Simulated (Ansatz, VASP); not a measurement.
**HfGe in VASP and in Ansatz**

```xyz
2
Lattice="3.4773 0.0000 0.0000 0.0000 3.4773 0.0000 0.0000 0.0000 3.4773" Properties=species:S:1:pos:R:3 pbc="T T T"
Hf    0.0000    0.0000    0.0000
Ge    1.7387    1.7387    1.7387
```

Change from the starting cell: volume scaled by 0.98.

Alike in both runs: task single point; functional PBE; k mesh 8 × 8 × 8; occupations fermi-dirac, width 0.05 eV; no spin polarisation.

```csv
,VASP,Ansatz
version,VASP 6.6.1,Ansatz 0.2.0
potentials or method,"VASP PAW PBE potentials, release 64 (Hf_pv, Ge_d), cutoff 520 eV","all-electron LAPW, scalar-relativistic"
```

|  | VASP | Ansatz | Ansatz less VASP |
| --- | --- | --- | --- |
| gap on the k mesh at the Fermi level (eV) | none | none | - |
| pressure (GPa) | -10.3 | -9.9 | +0.33 |

A gap of «none» marks a metal or a gap that the smearing closes. Ansatz ran all-electron here, and VASP with PAW potentials.

Spin-orbit coupling is off throughout.
